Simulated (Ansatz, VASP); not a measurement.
**One calculation of KBaLaWO6, two programs**

```xyz
10
Lattice="0.0000 4.3235 4.3235 4.3235 0.0000 4.3235 4.3235 4.3235 0.0000" Properties=species:S:1:pos:R:3 pbc="T T T"
Ba    2.1617    2.1617    2.1617
K     6.4852    6.4852    6.4852
La    0.0000    0.0000    0.0000
O     2.3828    4.3235    4.3235
O     6.2641    4.3235    4.3235
O     4.3235    2.3828    4.3235
O     4.3235    6.2641    4.3235
O     4.3235    4.3235    2.3828
O     4.3235    4.3235    6.2641
W     4.3235    4.3235    4.3235
```

Alike in both runs: functional PBE; k mesh 6 × 6 × 6; occupations gaussian, width 0.02 eV; no spin polarisation.

Ansatz relaxed the structure, and its values are those at the end. VASP's run is a single point on that final structure, the one shown.

|  | VASP | Ansatz |
| --- | --- | --- |
| version | VASP 6.6.1 | Ansatz 0.2.0 |
| potentials or method | VASP PAW PBE potentials, release 64 (Ba_sv, K_sv, La, O_h, W_sv), cutoff 910 eV | scalar-relativistic, plane waves, PAW |
| valence electrons in the cell | 80 | 80 |

Ansatz gave:

| Item | Value |
| --- | --- |
| gap on the k mesh at the Fermi level (eV) | 2.56 |
| least direct gap on the mesh (eV) | 2.60 |
| rms of the force components (eV/Å) | 0.000 |

Estimate VASP's values.

gap on the k mesh at the Fermi level (eV): 2.56; least direct gap on the mesh (eV): 2.60; rms of the force components (eV/Å): 0.064.

Spin-orbit coupling is off throughout. Noted on VASP's run: the cutoff is under 1.25 times that of the potentials, so the pressure is a little rough.
